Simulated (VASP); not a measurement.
# Zn3O: relaxation of cell and atoms with PBE

Zn3O:

```
Zn O
1.0
     3.04868    0.00000    0.00000
    -1.52434    2.64024    0.00000
     0.00000    0.00000    7.06700
Zn O
3 1
Direct
  0.00000 0.00000 0.06273
  0.33333 0.66667 0.65528
  0.66667 0.33333 0.36530
  0.33333 0.66667 0.92669
```

| Quantity | Value |
| --- | --- |
| Program | VASP 6.6.1 |
| Task | relaxation of cell and atoms |
| Functional | PBE |
| Potentials or basis | VASP PAW PBE potentials, release 64 (Zn, O) |
| Cutoff | 600 eV |
| k mesh | 12 × 12 × 6 |
| Occupations | gaussian, width 0.1 eV |
| Spin | no spin polarisation |
| Dipole correction | no |
| Further INCAR settings | ALGO = Normal; EDIFF = 1e-07; IBRION = 2; EDIFFG = -0.01; NSW = 100; ISIF = 3 |

| Item | Value |
| --- | --- |
| Relaxed volume | 14.38 Å³/atom |
| Relaxed cell | a = 3.104 Å, b = 3.104 Å, c = 6.893 Å, α = 90.00°, β = 90.00°, γ = 120.00° |
| Space group after relaxing (to 0.05 Å) | P3m1 (No. 156) |
| Energy gained by relaxing | 6.9 meV/atom |
| Ionic steps | 9 |
| Pressure after relaxing | 0.0 GPa |
| Largest force after relaxing | 0.005 eV/Å |
| Band gap on the k mesh | zero (band 21 reaches 2.42 eV, above the bottom of band 22 at 1.88 eV) |

Forces in eV/Å, atoms in the order of the input:
```
Zn   0.000  0.000 -0.001
Zn   0.000  0.000 -0.005
Zn   0.000  0.000  0.004
O    0.000  0.000  0.002
```

The path:
| step | energy change (eV) | largest force (eV/Å) | pressure (GPa) | volume (Å³) |
| --- | --- | --- | --- | --- |
| 1 | 0.0000 | 0.3209 | 0.37 | 56.88 |
| 2 | -0.0162 | 0.2104 | 0.06 | 57.15 |
| 3 | -0.0267 | 0.0963 | -0.30 | 57.53 |
| 4 | -0.0268 | 0.1087 | -0.33 | 57.57 |
| 5 | -0.0275 | 0.0108 | 0.30 | 57.28 |
| 6 | -0.0276 | 0.0248 | 0.15 | 57.35 |
| 7 | -0.0277 | 0.0194 | 0.02 | 57.46 |
| 8 | -0.0277 | 0.0221 | 0.02 | 57.48 |
| 9 | -0.0278 | 0.0049 | -0.03 | 57.54 |

Final structure:
```cif
data_structure
_symmetry_space_group_name_H-M 'P 1'
_symmetry_Int_Tables_number 1
_cell_length_a 3.1045
_cell_length_b 3.1045
_cell_length_c 6.8935
_cell_angle_alpha 90.000
_cell_angle_beta 90.000
_cell_angle_gamma 120.000
_cell_volume 57.54
loop_
_atom_site_label
_atom_site_type_symbol
_atom_site_fract_x
_atom_site_fract_y
_atom_site_fract_z
_atom_site_occupancy
Zn1 Zn 0.00000 0.00000 0.06359 1
Zn2 Zn 0.33333 0.66667 0.64920 1
Zn3 Zn 0.66667 0.33333 0.36840 1
O1 O 0.33333 0.66667 0.92882 1
```

Levels at points of the mesh, in eV from the Fermi level:
| k point | band 18 | band 19 | band 20 | band 21 | band 22 | band 23 | band 24 | band 25 |
| --- | --- | --- | --- | --- | --- | --- | --- | --- |
| (0.00, 0.00, 0.00) | -5.92 | -1.70 | -1.70 | -1.53 | 0.39 | 6.69 | 8.69 | 11.16 |
| (0.50, 0.00, 0.00) | -4.01 | -2.56 | -2.52 | -1.90 | -0.05 | 2.86 | 4.89 | 6.09 |
| (0.00, 0.00, 0.50) | -4.63 | -4.05 | -1.71 | -1.71 | 3.37 | 3.63 | 11.29 | 11.46 |
| (0.50, 0.00, 0.50) | -4.11 | -2.59 | -2.53 | -1.86 | 1.01 | 1.44 | 5.04 | 6.57 |

Run time: 12 min on 1 thread of Intel Xeon 6975P-C (shared host), peak memory 0.29 GiB.
